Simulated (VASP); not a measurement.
Wanted: the native input for a VASP 6.6.1 run.

```yaml
Task: single point
Functional: LDA
Potentials_or_basis: VASP PAW LDA potentials, release 64 (Cd, Te)
Cutoff: 520 eV
k_mesh: 12 × 12 × 12
Occupations: fermi-dirac, width 0.05 eV
Spin: no spin polarisation
Dipole_correction: no
Further_INCAR_settings: ALGO = Normal; EDIFF = 1e-06; NBANDS = 16
```

The structure of CdTe (zincblende type) lies in POSCAR:

```
CdTe
1.0
    0.0000000000      3.2036987384      3.2036987384
    3.2036987384      0.0000000000      3.2036987384
    3.2036987384      3.2036987384      0.0000000000
Cd Te
1 1
Direct
    0.0000000000      0.0000000000      0.0000000000
    0.2500000000      0.2500000000      0.2500000000
```

One way to write it, as run:

INCAR

```
  PREC = Accurate
  ENCUT = 520
  EDIFF = 1E-6
  ISMEAR = -1
  SIGMA = 0.05
  LREAL = F
  LASPH = T
  NELM = 80
  ALGO = Normal
  ISIF = 2
  LWAVE = F
  LCHARG = F
  NBANDS = 16
```

KPOINTS

```
Automatic mesh
0
Gamma
  12 12 12
```

Potentials or basis: VASP PAW LDA potentials, release 64 (Cd, Te).

Run with:

```sh
$ cat potpaw_LDA.64/Cd/POTCAR potpaw_LDA.64/Te/POTCAR > POTCAR
$ mpirun -np 1 vasp_std > vasp.out
```

It gave:

- Pressure: 0.3 GPa
- Band gap on the k mesh: 0.66 eV

Caveat: spin-orbit coupling is left out, which moves the levels of the heavy elements.

Wall time 87 s on 1 thread of Intel Xeon 8259CL (shared host), peak memory 0.23 GiB.
